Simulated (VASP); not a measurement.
A run of VASP 6.6.1 is set up as follows.

POSCAR

```
Mo
1.0
    0.0000000000      2.1889886828      1.7074111726
    2.1889886828      0.0000000000      1.7074111726
    2.1889886828      2.1889886828      0.0000000000
Mo
1
Direct
    0.0000000000      0.0000000000      0.0000000000
```

INCAR.step1

```
PREC = Accurate
ENCUT = 520
ISMEAR = 0
SIGMA = 0.15
LREAL = F
LASPH = T
NELM = 80
NBANDS = 13
GGA = PE
ALGO = Normal
EDIFF = 1E-4
LWAVE = T
LCHARG = F
```

INCAR.step2

```
PREC = Accurate
ENCUT = 520
EDIFF = 1E-7
ISMEAR = 0
SIGMA = 0.15
LREAL = F
LASPH = T
NELM = 80
ALGO = Normal
ISIF = 2
LWAVE = F
LCHARG = F
METAGGA = R2SCAN
LMIXTAU = T
NBANDS = 13
ISTART = 1
```

Contents of KPOINTS:

```
regular mesh
0
Gamma
  22 22 22
```

Potentials or basis: VASP PAW PBE potentials, release 64 (Mo_sv).

Command:

```sh
$ cat potpaw_PBE.64/Mo_sv/POTCAR > POTCAR
$ cp INCAR.step1 INCAR
$ mpirun -np 1 vasp_std > vasp.out
$ cp INCAR.step2 INCAR
$ mpirun -np 1 vasp_std > vasp.out
```

Problem. Estimate the pressure.

Solution. -9.2 GPa.

Problem. Predict the band gap on the k mesh.

Solution. Zero (band 7 reaches 15.53 eV, above the bottom of band 8 at 10.87 eV).

Stress tensor (GPa, compression positive):
```
 -0.72   0.00   0.00
  0.00  -0.72   0.00
  0.00   0.00 -26.05
```

Caveat: the PAW data sets were made with another functional, which shifts forces and pressure a little.
